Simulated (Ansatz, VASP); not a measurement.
# Two plane-wave programs on KCl

Contents of INCAR:

```
SYSTEM = KCl
ALGO = Normal
EDIFF = 1E-7
EDIFFG = -0.02
ENCUT = 520
GGA = PE
IBRION = 2
ISIF = 2
ISMEAR = -1
LASPH = .TRUE.
LCHARG = .FALSE.
LREAL = .FALSE.
LWAVE = .FALSE.
NELM = 100
NSW = 80
PREC = Accurate
SIGMA = 0.02
```

File KPOINTS:

```
k-points
0
G
  8 8 8
  0 0 0
```

File POSCAR:

```
KCl
1.0
    3.6340000000      0.0000000000      0.0000000000
    0.0000000000      3.6340000000      0.0000000000
    0.0000000000      0.0000000000      3.6340000000
K Cl
1 1
Direct
    0.0000000000      0.0000000000      0.0000000000
    0.5000000000      0.5000000000      0.5000000000
```

Input for Ansatz:

```yaml
crystal:
  lattice:
    - [3.634, 0.0, 0.0]
    - [0.0, 3.634, 0.0]
    - [0.0, 0.0, 3.634]
  atoms:
    - { symbol: K, position: [0.0, 0.0, 0.0] }
    - { symbol: Cl, position: [0.5, 0.5, 0.5] }
kpoints:
  mp_grid: { grid: [8, 8, 8] }
scf:
  occupations: { method: fermi_dirac, width: 0.02 }
hamiltonian:
  xc: pbe
  pseudopotentials: { kind: paw }
output:
  forces: true
  stress: true
  populations: true
  efg:
    quadrupole_moments_barn: { K: 0.0603, Cl: -0.08112 }
    contact_densities: true
relax:
  f_tol: 0.02
  max_steps: 60
```

Alike in both runs: task relaxation of the atoms; functional PBE; k mesh 8 × 8 × 8; occupations fermi-dirac, width 0.02 eV; no spin polarisation.

```csv
,VASP,Ansatz
version,VASP 6.6.1,Ansatz 0.2.0
potentials or method,"VASP PAW PBE potentials, release 64 (K_sv, Cl)","plane-wave PAW, scalar-relativistic"
plane-wave cutoff (eV),520,420
valence electrons in the cell,16,16
```

|  | VASP | Ansatz | Ansatz less VASP |
| --- | --- | --- | --- |
| gap on the k mesh at the Fermi level, each at its own relaxed structure (eV) | 5.58 | 5.58 | +0.003 |

Ansatz's warnings: stress scf threshold loose.

Noted on VASP's run: the relaxation stopped at its first step, so nothing moved.
